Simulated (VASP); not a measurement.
Wanted: the native input for a VASP 6.6.1 run.

```
Task                   : single point
Functional             : PBE
Potentials or basis    : VASP PAW PBE potentials, release 64 (Sn_d, S)
Cutoff                 : 500 eV
k mesh                 : 6 × 6 × 4
Occupations            : gaussian, width 0.01 eV
Spin                   : no spin polarisation
Dipole correction      : no
Further INCAR settings : ALGO = Normal; EDIFF = 1e-06; NBANDS = 20
```

The structure of SnS2 lies in POSCAR:

```
SnS2
1.0
    3.5392507386      0.0000000000      0.0000000000
   -1.7696253693      3.0650845082      0.0000000000
    0.0000000000      0.0000000000      5.7071512323
Sn S
1 2
Direct
    0.0000000000      0.0000000000      0.0000000000
    0.3333333333      0.6666666667      0.2500000000
    0.6666666667      0.3333333333      0.7500000000
```

The input as run:

INCAR

```
SYSTEM = SnS2
  ALGO = Normal
  EDIFF = 1E-6
  ENCUT = 500
  GGA = PE
  GGA_COMPAT = .FALSE.
  ISIF = 2
  ISMEAR = 0
  LASPH = .TRUE.
  LCHARG = .FALSE.
  LREAL = .FALSE.
  LWAVE = .FALSE.
  NBANDS = 20
  NELM = 120
  PREC = Accurate
  SIGMA = 0.01
```

KPOINTS

```
k-points
0
G
  6 6 4
  0 0 0
```

Potentials or basis: VASP PAW PBE potentials, release 64 (Sn_d, S).

The run is started by

```bash
$ cat potpaw_PBE.64/Sn_d/POTCAR potpaw_PBE.64/S/POTCAR > POTCAR
$ mpirun -np 1 vasp_std > vasp.out
```

It gave:

| Quantity | Value |
| --- | --- |
| Pressure | 13.3 GPa |
| Largest force | 1.184 eV/Å |
| Band gap on the k mesh | 1.64 eV (least direct gap 2.16 eV) |

Caveat: the cell stands under pressure; spin-orbit coupling is left out, which moves the levels of the heavy elements; this functional lacks dispersion, which binds layers or chains, so the pressure and a relaxed spacing across them are unreliable; forces of over 1 eV/Å act on the atoms, so gaps and moduli don't describe the material at rest.

Run time: 54 s on 1 thread of Intel Xeon 8259CL (shared host), peak memory 0.15 GiB.
